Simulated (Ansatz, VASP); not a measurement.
## I in VASP and in Ansatz

```
I
1.0
     3.75223   -2.19155    0.00000
     3.75223    2.19155    0.00000
     0.00000    0.00000    9.64376
I
4
Direct
  0.82716 0.17284 0.12278
  0.67284 0.32716 0.62278
  0.17284 0.82716 0.87722
  0.32716 0.67284 0.37722
```

Alike in both runs: functional PBEsol; k mesh 9 × 9 × 4; occupations fermi-dirac, width 0.05 eV; no spin polarisation.

Ansatz relaxed the structure, and its values are those at the end. VASP's run is a single point on that final structure, the one shown.

|  | VASP | Ansatz |
| --- | --- | --- |
| version | VASP 6.6.1 | Ansatz 0.2.0 |
| potentials or method | VASP PAW PBE potentials, release 64 (I) | PAW with Ansatz's default frozen-core files, scalar-relativistic |
| plane-wave cutoff (eV) | 520 | 420 |
| valence electrons in the cell | 28 | 68 |

Ansatz gave:

```
pressure (GPa)                     : 0.0
rms of the force components (eV/Å) : 0.000
```

Question: Estimate VASP's values.

Answer: Pressure (GPa): 0.0; rms of the force components (eV/Å): 0.003.

VASP's potentials were made for PBE, not for PBEsol. With one functional, cell and mesh, what is left measures potentials, basis and numerics. VASP's potentials hold 28 valence electrons a cell and Ansatz's 68, so a difference there can come from the potentials and not from the codes.

Neither program's run includes spin-orbit coupling.
